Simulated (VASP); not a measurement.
A run of VASP 6.6.1 is set up as follows.

File INCAR:

```
PREC     = Accurate       # precision mode
ENCUT    = 520            # plane-wave cutoff, eV
EDIFF    = 1E-6           # SCF threshold, eV
ISMEAR   = -1             # smearing method
SIGMA    = 0.02           # smearing width, eV
LREAL    = False          # projectors in reciprocal space
LASPH    = True           # aspherical terms in the spheres
NELM     = 80             # most SCF steps
ALGO     = Normal         # electronic algorithm
ISIF     = 2              # what is computed and relaxed
LWAVE    = False          # write WAVECAR
LCHARG   = True           # write CHGCAR
GGA      = PE             # functional
LELF     = True           # ELF
LVHAR    = True         
NBANDS   = 46             # bands
```

The input KPOINTS:

```
Automatic mesh
0
Gamma
  4 6 4
```

Contents of POSCAR:

```
Ga4SbP3
1.0
    6.5345686422      0.0000000000      0.0023294723
    0.0000000000      3.9601103022      0.0000000000
    0.0024688436      0.0000000000      6.8650873518
P Sb Ga
3 1 4
Direct
   -0.0020296834      0.0000000000      0.3259832966
    0.0026993326      0.5000000000      0.8394633695
    0.4979864781      0.5000000000      0.1690399944
    0.5046812920      0.0000000000      0.6648009250
    0.3636056926      0.0000000000      0.3129480846
    0.3626419684      0.5000000000      0.8560058729
    0.8670969352      0.5000000000      0.1660784471
    0.9033179845      0.0000000000      0.6656800097
```

Potentials or basis: VASP PAW PBE potentials, release 64 (P, Sb, Ga_d).

The run is started by

```bash
$ cat potpaw_PBE.64/P/POTCAR potpaw_PBE.64/Sb/POTCAR potpaw_PBE.64/Ga_d/POTCAR > POTCAR
$ mpirun -np 1 vasp_std > vasp.out
```

**Question.** What does it give for the band gap on the k mesh?

**Answer.** 0.07 eV.

**Question.** Predict the largest force.

**Answer.** 0.074 eV/Å.

Forces in eV/Å, atoms in the order of the input:
```
P   -0.021  0.000 -0.005
P   -0.038  0.000  0.002
P    0.035  0.000  0.036
Sb   0.025  0.000 -0.040
Ga  -0.025  0.000 -0.049
Ga  -0.042  0.000  0.059
Ga  -0.009  0.000  0.008
Ga   0.074  0.000 -0.010
```

Caveat: spin-orbit coupling is left out, which moves the levels of the heavy elements. A k mesh can miss the band edges.
